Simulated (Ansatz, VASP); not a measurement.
One calculation of FeSi, two programs

File INCAR:

```
ALGO     = Normal         # electronic algorithm
EDIFF    = 1E-6           # SCF threshold, eV
EDIFFG   = -0.005         # ionic threshold
ENCUT    = 600            # plane-wave cutoff, eV
IBRION   = 2              # ionic algorithm
ISIF     = 3              # what is computed and relaxed
ISMEAR   = 0              # smearing method
LASPH    = True           # aspherical terms in the spheres
LCHARG   = False          # write CHGCAR
LREAL    = False          # projectors in reciprocal space
LWAVE    = False          # write WAVECAR
NELM     = 100            # most SCF steps
NSW      = 70             # ionic steps
PREC     = Accurate       # precision mode
SIGMA    = 0.01           # smearing width, eV
```

The input KPOINTS:

```
k-points
0
Gamma
  8 8 8
```

The input POSCAR:

```
FeSi
1.0
    4.4479696592      0.0000000000      0.0000000000
    0.0000000000      4.4479696592      0.0000000000
    0.0000000000      0.0000000000      4.4479696592
Fe Si
4 4
Direct
    0.1359900669      0.1359900669      0.1359900669
    0.3640099331      0.8640099331      0.6359900669
    0.6359900669      0.3640099331      0.8640099331
    0.8640099331      0.6359900669      0.3640099331
    0.8407102842      0.8407102842      0.8407102842
    0.6592897158      0.1592897158      0.3407102842
    0.3407102842      0.6592897158      0.1592897158
    0.1592897158      0.3407102842      0.6592897158
```

Input for Ansatz:

```yaml
crystal:
  lattice:
    - [4.4480344168, 0.0, 0.0]
    - [0.0, 4.4480344168, 0.0]
    - [0.0, 0.0, 4.4480344168]
  atoms:
    - { symbol: Fe, position: [0.1359940211, 0.1359940211, 0.1359940211] }
    - { symbol: Fe, position: [0.3640059789, 0.8640059789, 0.6359940211] }
    - { symbol: Fe, position: [0.6359940211, 0.3640059789, 0.8640059789] }
    - { symbol: Fe, position: [0.8640059789, 0.6359940211, 0.3640059789] }
    - { symbol: Si, position: [0.8407200308, 0.8407200308, 0.8407200308] }
    - { symbol: Si, position: [0.6592799692, 0.1592799692, 0.3407200308] }
    - { symbol: Si, position: [0.3407200308, 0.6592799692, 0.1592799692] }
    - { symbol: Si, position: [0.1592799692, 0.3407200308, 0.6592799692] }
basis:
  ecutwfc: 420
kpoints:
  mp_grid: { grid: [8, 8, 8] }
hamiltonian:
  xc: lda
scf:
  occupations: { method: gaussian, width: 0.01 }
output:
  forces: true
  stress: true
  eigenvalues: true
relax:
  adjacent_minimum: "off"
  f_tol: 0.005
  max_steps: 50
  cell: { stress_tol: 0.05 }
```

Alike in both runs: task relaxation of cell and atoms; functional LDA; k mesh 8 × 8 × 8; occupations gaussian, width 0.01 eV; no spin polarisation.

|  | VASP | Ansatz |
| --- | --- | --- |
| version | VASP 6.6.1 | Ansatz 0.2.0 |
| potentials or method | VASP PAW LDA potentials, release 64 (Fe, Si), cutoff 600 eV | scalar-relativistic, plane waves, PAW |
| valence electrons in the cell | 48 | 80 |

VASP gave:

| Quantity | Value |
| --- | --- |
| gap on the k mesh at the Fermi level, each at its own relaxed structure (eV) | 0.13 |
| relaxed volume (Å³/atom) | 10.45 |
| relaxed length of the cell vector where the two differ most in proportion (Å) | 4.373 |

Which values does Ansatz return?

gap on the k mesh at the Fermi level, each at its own relaxed structure (eV): 0.14; relaxed volume (Å³/atom): 10.42; relaxed length of the cell vector where the two differ most in proportion (Å): 4.369.

LDA's correlation is that of Perdew and Zunger in VASP and of Perdew and Wang (1992) in Ansatz. VASP's potentials hold 48 valence electrons a cell and Ansatz's 80, so a difference there can come from the potentials and not from the codes.
